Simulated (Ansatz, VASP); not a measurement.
Two plane-wave programs on Ti2Te2Pt

The input INCAR:

```
ALGO = Fast
EDIFF = 1E-7
EDIFFG = -0.04
ENCUT = 600
GGA = PE
IBRION = 2
ISIF = 3
ISMEAR = 0
LASPH = True
LCHARG = False
LREAL = False
LWAVE = False
NELM = 100
NSW = 90
PREC = Accurate
SIGMA = 0.1
```

Contents of KPOINTS:

```
k-points
0
Gamma
  6 6 4
```

File POSCAR:

```
Ti2Te2Pt
1.0
    5.0395352411      0.0000000000      0.0000000000
   -2.5197676205      4.3643655420      0.0000000000
    0.0000000000      0.0000000000      5.4520537242
Ti Te Pt
2 2 1
Direct
    0.3333333333      0.6666666667      0.9553708238
    0.6666666667      0.3333333333      0.9553708238
    0.3333333333      0.6666666667      0.4553641461
    0.6666666667      0.3333333333      0.4553641461
    0.0000000000      0.0000000000      0.9743517303
```

Input for Ansatz:

```yaml
crystal:
  lattice:
    - [5.0395352411, 0.0, 0.0]
    - [-2.5197676205, 4.364365542, 0.0]
    - [0.0, 0.0, 5.4520537242]
  atoms:
    - { symbol: Ti, position: [0.3333333333, 0.6666666667, 0.9553708238] }
    - { symbol: Ti, position: [0.6666666667, 0.3333333333, 0.9553708238] }
    - { symbol: Te, position: [0.3333333333, 0.6666666667, 0.4553641461] }
    - { symbol: Te, position: [0.6666666667, 0.3333333333, 0.4553641461] }
    - { symbol: Pt, position: [0.0, 0.0, 0.9743517303] }
basis:
  ecutwfc: 420
kpoints:
  mp_grid: { grid: [6, 6, 4] }
hamiltonian:
  xc: pbe
scf:
  occupations: { method: gaussian, width: 0.1 }
  lower_state_search: "off"
output:
  forces: true
  stress: true
  eigenvalues: true
relax:
  adjacent_minimum: "off"
  f_tol: 0.04
  max_steps: 70
  cell: { stress_tol: 0.4 }
```

Alike in both runs: task relaxation of cell and atoms; functional PBE; k mesh 6 × 6 × 4; occupations gaussian, width 0.1 eV; no spin polarisation.

```csv
,VASP,Ansatz
version,VASP 6.6.1,Ansatz 0.2.0
potentials or method,"VASP PAW PBE potentials, release 64 (Ti_sv, Te, Pt), cutoff 600 eV","scalar-relativistic, plane waves, PAW"
valence electrons in the cell,46,74
```

Ansatz gave:

| Item | Value |
| --- | --- |
| gap on the k mesh at the Fermi level, each at its own relaxed structure (eV) | none |
| relaxed volume (Å³/atom) | 23.93 |
| relaxed cell length with the largest relative difference (Å) | 5.505 |

**Question.** What did VASP give for the same quantities?

**Answer.** gap on the k mesh at the Fermi level, each at its own relaxed structure (eV): none; relaxed volume (Å³/atom): 23.86; relaxed cell length with the largest relative difference (Å): 5.499.

A gap of «none» marks a metal or a gap that the smearing closes. VASP's potentials hold 46 valence electrons a cell and Ansatz's 74, so a difference there can come from the potentials and not from the codes.

Neither program's run includes spin-orbit coupling.
